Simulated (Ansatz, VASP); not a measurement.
# In4Sb3As in VASP and in Ansatz

```
CELL_PARAMETERS angstrom
6.59080 0.00000 0.00000
0.00000 6.59080 0.00000
0.00000 0.00000 6.59080
ATOMIC_POSITIONS crystal
In 0.24166 0.75833 0.24166
In 0.24166 0.24166 0.75833
In 0.75833 0.75833 0.75833
In 0.75833 0.24166 0.24166
Sb 0.00000 0.50000 0.50000
Sb 0.50000 0.50000 0.00000
Sb 0.50000 0.00000 0.50000
As 0.00000 0.00000 0.00000
```

Alike in both runs: functional PBE; k mesh 6 × 6 × 6; occupations gaussian, width 0.1 eV; no spin polarisation.

Ansatz relaxed the structure, and its values are those at the end. VASP's run is a single point on that final structure, the one shown.

```csv
,VASP,Ansatz
version,VASP 6.6.1,Ansatz 0.2.0
potentials or method,"VASP PAW PBE potentials, release 64 (In_d, Sb, As), cutoff 520 eV","scalar-relativistic, plane waves, PAW"
valence electrons in the cell,72,112
```

```tsv
	VASP	Ansatz	Ansatz less VASP
gap on the k mesh at the Fermi level (eV)	none	none	-
pressure (GPa)	-1.1	-1.1	+0.01
```

A gap of «none» marks a metal or a gap that the smearing closes. VASP's potentials hold 72 valence electrons a cell and Ansatz's 112, so a difference there can come from the potentials and not from the codes. Ansatz's warnings: stress scf threshold loose.

Neither program's run includes spin-orbit coupling.
